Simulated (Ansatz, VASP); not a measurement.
**CdO: VASP beside Ansatz**

```
Cd O
1.0
     0.00000    2.35300    2.35300
     2.35300    0.00000    2.35300
     2.35300    2.35300    0.00000
Cd O
1 1
Direct
  0.00000 0.00000 0.00000
  0.50000 0.50000 0.50000
```

Alike in both runs: task single point; functional r2SCAN; k mesh 6 × 6 × 6; occupations methfessel-paxton of order 1, width 0.2 eV; no spin polarisation.

|  | VASP | Ansatz |
| --- | --- | --- |
| version | VASP 6.6.1 | Ansatz 0.2.0 |
| potentials or method | VASP PAW PBE potentials, release 64 (Cd, O) | plane waves |
| plane-wave cutoff (eV) | 660 | 500 |
| valence electrons in the cell | 18 | 26 |

|  | VASP | Ansatz | Ansatz less VASP |
| --- | --- | --- | --- |
| pressure (GPa) | 1.6 | 0.0 | -1.55 |

VASP's potentials were made for PBE, not for r2SCAN. The functional is the same, so the differences come from potentials, cutoffs and numerics. VASP's potentials hold 18 valence electrons a cell and Ansatz's 26, so a difference there can come from the potentials and not from the codes.

The k mesh is coarse, so the values compare programs but aren't converged.
